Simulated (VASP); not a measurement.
Input of a VASP 6.6.1 run:

Contents of POSCAR:

```
BN
1.0
    0.0000000000      1.8048254650      1.8048254650
    1.8048254650      0.0000000000      1.8048254650
    1.8048254650      1.8048254650      0.0000000000
B N
1 1
Direct
    0.0000000000      0.0000000000      0.0000000000
    0.2500000000      0.2500000000      0.2500000000
```

INCAR.step1

```
PREC = Accurate
ENCUT = 520
ISMEAR = 0
SIGMA = 0.01
LREAL = F
LASPH = T
NELM = 100
NBANDS = 11
GGA = PE
ALGO = Normal
EDIFF = 1E-4
LWAVE = T
LCHARG = F
```

The input INCAR.step2:

```
PREC = Accurate
ENCUT = 520
EDIFF = 1E-6
ISMEAR = 0
SIGMA = 0.01
LREAL = F
LASPH = T
NELM = 100
ALGO = Normal
ISIF = 2
LWAVE = F
LCHARG = F
METAGGA = R2SCAN
LMIXTAU = T
NBANDS = 11
ISTART = 1
```

The input KPOINTS:

```
Automatic mesh
0
Gamma
  12 12 12
```

Potentials or basis: VASP PAW PBE potentials, release 64 (B, N).

The run is started by

```sh
$ cat potpaw_PBE.64/B/POTCAR potpaw_PBE.64/N/POTCAR > POTCAR
$ cp INCAR.step1 INCAR
$ mpirun -np 1 vasp_std > vasp.out
$ cp INCAR.step2 INCAR
$ mpirun -np 1 vasp_std > vasp.out
```

Task: What does it give for the band gap on the k mesh?

Result: 4.98 eV, indirect (least direct gap 9.55 eV).

Task: Estimate the pressure.

Result: 1.1 GPa.

Caveat: the PAW data sets were made with another functional, which shifts forces and pressure a little. r2SCAN opens gaps a little over a GGA but as a rule still falls short of measured ones.
